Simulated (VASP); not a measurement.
Cu:

```xyz
4
Lattice="1.4181 -4.4984 0.0000 1.4181 4.4984 0.0000 0.0000 0.0000 3.7529" Properties=species:S:1:pos:R:3 pbc="T T T"
Cu    1.4181    3.6167    3.4152
Cu    1.4181   -0.8817    2.2142
Cu    1.4181   -3.6167    0.3378
Cu    1.4181    0.8817    1.5387
```

```yaml
Program: VASP 6.6.1
Task: relaxation of cell and atoms
Functional: PBEsol
Potentials_or_basis: VASP PAW PBE potentials, release 64 (Cu)
Cutoff: 600 eV
k_mesh: 6 × 6 × 4
Occupations: gaussian, width 0.1 eV
Spin: no spin polarisation
```

At the start: pressure 93.3 GPa; volume 11.97 Å³/atom.

Question: How do energy, volume and symmetry change on relaxing?

Answer: Over 24 steps the energy falls by 2477.3 meV/atom and the volume is 11.96 Å³/atom (-0.1 %); space group Fmmm (No. 69, to 0.05 Å).

Step by step:
```csv
step,energy change (eV),largest force (eV/Å),pressure (GPa),volume (Å³)
1,0.0000,11.8306,93.29,47.88
2,-2.7998,0.4351,-14.11,113.79
3,-3.7798,0.2576,-16.18,102.27
4,-4.7864,0.1738,-18.37,92.42
5,-7.5097,0.9613,-16.10,67.77
6,-7.3928,3.2619,2.63,57.26
7,-7.7283,1.5833,-11.63,63.48
8,-7.7355,1.8885,-9.20,61.99
9,-8.6966,1.6577,-9.14,56.32
10,-9.2854,0.4614,14.96,45.56
11,-9.4106,1.2335,-1.06,49.85
12,-9.4537,1.0076,2.71,48.46
13,-9.6470,1.2080,8.85,46.41
14,-9.7336,0.4691,4.82,47.15
15,-9.8310,0.0431,-3.36,49.43
16,-9.8337,0.0753,-2.30,49.07
17,-9.8606,0.0336,-0.15,48.21
18,-9.8662,0.0705,1.23,47.72
19,-9.8857,0.1005,1.24,47.64
20,-9.8998,0.1433,1.33,47.49
21,-9.9007,0.1648,1.43,47.43
22,-9.9080,0.0495,-0.76,48.08
23,-9.9081,0.0547,-0.66,48.04
24,-9.9092,0.0160,-0.06,47.83
```

Final structure:
```cif
data_structure
_symmetry_space_group_name_H-M 'P 1'
_symmetry_Int_Tables_number 1
_cell_length_a 4.6449
_cell_length_b 4.6449
_cell_length_c 4.1639
_cell_angle_alpha 90.000
_cell_angle_beta 90.000
_cell_angle_gamma 147.830
_cell_volume 47.83
loop_
_atom_site_label
_atom_site_type_symbol
_atom_site_fract_x
_atom_site_fract_y
_atom_site_fract_z
_atom_site_occupancy
Cu1 Cu 0.13320 0.86680 0.99989 1
Cu2 Cu 0.63320 0.36680 0.50011 1
Cu3 Cu 0.86680 0.13320 0.00011 1
Cu4 Cu 0.36680 0.63320 0.49989 1
```

Caveat: the k points lie up to 0.42 Å⁻¹ apart in the final cell; the PAW data sets were made with another functional, which shifts forces and pressure a little.
